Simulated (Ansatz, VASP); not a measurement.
# One calculation of CuF, two programs

```
CELL_PARAMETERS angstrom
0.00000 2.19187 2.33937
2.06077 0.00000 2.33937
2.06077 2.19187 0.00000
ATOMIC_POSITIONS crystal
Cu 0.00000 0.00000 0.00000
F 0.50000 0.50000 0.50000
```

Alike in both runs: task relaxation of cell and atoms; functional PBE; k mesh 6 × 6 × 6; occupations gaussian, width 0.1 eV; no spin polarisation.

|  | VASP | Ansatz |
| --- | --- | --- |
| version | VASP 6.6.1 | Ansatz 0.2.0 |
| potentials or method | VASP PAW PBE potentials, release 64 (Cu, F), cutoff 600 eV | scalar-relativistic, plane waves, PAW |
| valence electrons in the cell | 18 | 26 |

Ansatz gave:

- relaxed volume (Å³/atom): 16.03
- relaxed cell length with the largest relative difference (Å): 4.144

**Question.** Estimate VASP's values.

**Answer.** Relaxed volume (Å³/atom): 13.72; relaxed cell length with the largest relative difference (Å): 3.779.

One of these differences is far larger than is usual between the two programs; its cause wasn't traced. VASP's potentials hold 18 valence electrons a cell and Ansatz's 26, so a difference there can come from the potentials and not from the codes.

The k mesh is coarse, so the values compare programs but aren't converged. Noted on VASP's run: the volume moved by over 15 % at a fixed basis, so the end points are rough.
